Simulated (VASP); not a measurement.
Set up this calculation in VASP 6.6.1, as the native input.

```
Task                   : single point
Functional             : PBE
Potentials or basis    : VASP PAW PBE potentials, release 64 (Co, Si)
Cutoff                 : 520 eV
k mesh                 : 12 × 12 × 12
Occupations            : gaussian, width 0.15 eV
Spin                   : no spin polarisation
Dipole correction      : no
Further INCAR settings : ALGO = Normal; EDIFF = 1e-07; NBANDS = 16
```

The structure of CoSi2 lies in POSCAR:

```
CoSi2
1.0
    0.0000000000      2.7427584909      2.5550121360
    2.7427584909      0.0000000000      2.5550121360
    2.7427584909      2.7427584909      0.0000000000
Co Si
1 2
Direct
    0.0000000000      0.0000000000      0.0000000000
    0.2270537489      0.2270537489      0.2729462511
    0.7729462511      0.7729462511      0.7270537489
```

This cell differs from its parent crystal: mode 6 frozen in at -0.123 Å, strain +e along z and -e/2 along x and y -0.0467.

These files were run (other wordings do the same):

INCAR

```
SYSTEM = CoSi2
PREC = Accurate
ENCUT = 520
EDIFF = 1E-7
ISMEAR = 0
SIGMA = 0.15
LREAL = .False.
LASPH = .True.
NELM = 100
ALGO = Normal
ISIF = 2
LWAVE = .False.
LCHARG = .False.
GGA = PE
NBANDS = 16
```

KPOINTS

```
Automatic mesh
0
Gamma
  12 12 12
  0 0 0
```

Potentials or basis: VASP PAW PBE potentials, release 64 (Co, Si).

Launch:

```bash
$ cat potpaw_PBE.64/Co/POTCAR potpaw_PBE.64/Si/POTCAR > POTCAR
$ mpirun -np 1 vasp_std > vasp.out
```

It gave:

```yaml
Pressure: 3.4 GPa
Largest_force: 2.057 eV/Å
```

Caveat: the cell differs from its parent crystal (mode 6 frozen in at -0.123 Å, strain +e along z and -e/2 along x and y -0.0467); forces of over 1 eV/Å act on the atoms, so gaps and moduli don't describe the material at rest.

Run time: 2.2 min on 1 thread of Intel(R) Xeon(R) Platinum 8488C (Sapphire Rapids) (shared host), peak memory 0.29 GiB.
